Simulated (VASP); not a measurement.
Write the native input for VASP 6.6.1 that does the following.

* Task: single point
* Functional: PBE
* Dispersion: D3(BJ)
* Potentials or basis: VASP PAW PBE potentials, release 64 (N, B)
* Cutoff: 520 eV
* k mesh: 11 × 4 × 1
* Occupations: gaussian, width 0.05 eV
* Spin: no spin polarisation
* Dipole correction: yes
* Further INCAR settings: LREAL = Auto; ALGO = Normal; EDIFF = 1e-06; NBANDS = 46

The structure of BN lies in POSCAR:

```
BN
1.0
    2.5051851807      0.0000000000      0.0000000000
   -1.2550935903      7.0229472690      0.0000000000
    0.0000000000      0.0000000000     21.8825757445
N B
8 8
Direct
    0.9688621645      0.9362999062      0.3427384458
    0.9688621645      0.4362999062      0.3427384458
    0.4219847511      0.8407392227      0.4370902713
    0.4219847511      0.3407392227      0.4370902713
    0.9392646629      0.7884135173      0.5351358543
    0.8273251202      0.2357857861      0.5303857574
    0.4239150944      0.6773995729      0.6281079974
    0.2956475636      0.2579165063      0.6296517436
    0.4529572661      0.9044291036      0.3742060776
    0.4529572661      0.4044291036      0.3742060776
    0.9207976613      0.8237161697      0.4695519936
    0.8955771626      0.3022763138      0.4675044404
    0.4327132590      0.7615612767      0.5670976766
    0.3161001505      0.2273095439      0.5635055671
    0.8897911930      0.5903715420      0.6473721307
    0.8300422122      0.3459487116      0.6489951581
```

The input as run:

INCAR

```
SYSTEM = BN
PREC = Accurate ; ENCUT = 520
EDIFF = 1E-6 ; ISMEAR = 0
SIGMA = 0.05 ; LREAL = Auto
LASPH = .True. ; NELM = 60
ALGO = Normal ; ISIF = 2
LWAVE = .False. ; LCHARG = .False.
LDIPOL = .True. ; IDIPOL = 3
DIPOL = 0.5 0.5 0.500 ; GGA = PE
IVDW = 12 ; NBANDS = 46
```

KPOINTS

```
regular mesh
0
Gamma
  11 4 1
  0 0 0
```

Potentials or basis: VASP PAW PBE potentials, release 64 (N, B).

Run with:

```sh
$ cat potpaw_PBE.64/N/POTCAR potpaw_PBE.64/B/POTCAR > POTCAR
$ mpirun -np 1 vasp_std > vasp.out
```

It gave:

The largest force is 2.631 eV/Å. The band gap on the k mesh is zero (bands 32 and 33 overlap by 0.50 eV) and the dispersion energy per atom is -0.111 eV.

It took 17 min on 1 thread of Intel(R) Xeon(R) Platinum 8375C CPU @ 2.90GHz (Ice Lake), on a shared host, peak memory 0.55 GiB.
